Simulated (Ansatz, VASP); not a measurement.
In3Se in VASP and in Ansatz

INCAR

```
PREC = Accurate
ENCUT = 520
EDIFF = 1E-6
ISMEAR = 0
SIGMA = 0.1
LREAL = False
LASPH = True
NELM = 60
ALGO = Normal
ISIF = 2
LWAVE = False
LCHARG = True
GGA = PE
LELF = True
LVHAR = True
NBANDS = 30
```

Contents of KPOINTS:

```
regular mesh
0
Gamma
  10 10 10
```

Contents of POSCAR:

```
In3Se
1.0
    4.9218343716      0.0000000000      0.0000000000
    0.0000000000      4.9218343716      0.0000000000
    0.0000000000      0.0000000000      4.9218343716
In Se
3 1
Direct
    0.0000000000      0.5000000000      0.5000000000
    0.5000000000      0.0000000000      0.5000000000
    0.5000000000      0.5000000000      0.0000000000
    0.0000000000      0.0000000000      0.0000000000
```

Input for Ansatz:

```yaml
crystal:
  lattice:
    - [4.9218343716, 0.0, 0.0]
    - [0.0, 4.9218343716, 0.0]
    - [0.0, 0.0, 4.9218343716]
  atoms:
    - { symbol: In, position: [0.0, 0.5, 0.5] }
    - { symbol: In, position: [0.5, 0.0, 0.5] }
    - { symbol: In, position: [0.5, 0.5, 0.0] }
    - { symbol: Se, position: [0.0, 0.0, 0.0] }
basis:
  ecutwfc: 420
kpoints:
  mp_grid: { grid: [10, 10, 10] }
hamiltonian:
  xc: pbe
scf:
  occupations: { method: gaussian, width: 0.1 }
output:
  forces: true
  stress: true
  eigenvalues: true
  populations: true
```

Alike in both runs: task single point; functional PBE; k mesh 10 × 10 × 10; occupations gaussian, width 0.1 eV; no spin polarisation.

|  | VASP | Ansatz |
| --- | --- | --- |
| version | VASP 6.6.1 | Ansatz 0.2.0 |
| potentials or method | VASP PAW PBE potentials, release 64 (In_d, Se), cutoff 520 eV | scalar-relativistic, plane waves, PAW |
| valence electrons in the cell | 45 | 55 |

```tsv
	VASP	Ansatz	Ansatz less VASP
gap on the k mesh at the Fermi level (eV)	none	none	-
pressure (GPa)	-2.3	-2.3	+0.01
```

A gap of «none» marks a metal or a gap that the smearing closes. VASP's potentials hold 45 valence electrons a cell and Ansatz's 55, so a difference there can come from the potentials and not from the codes.
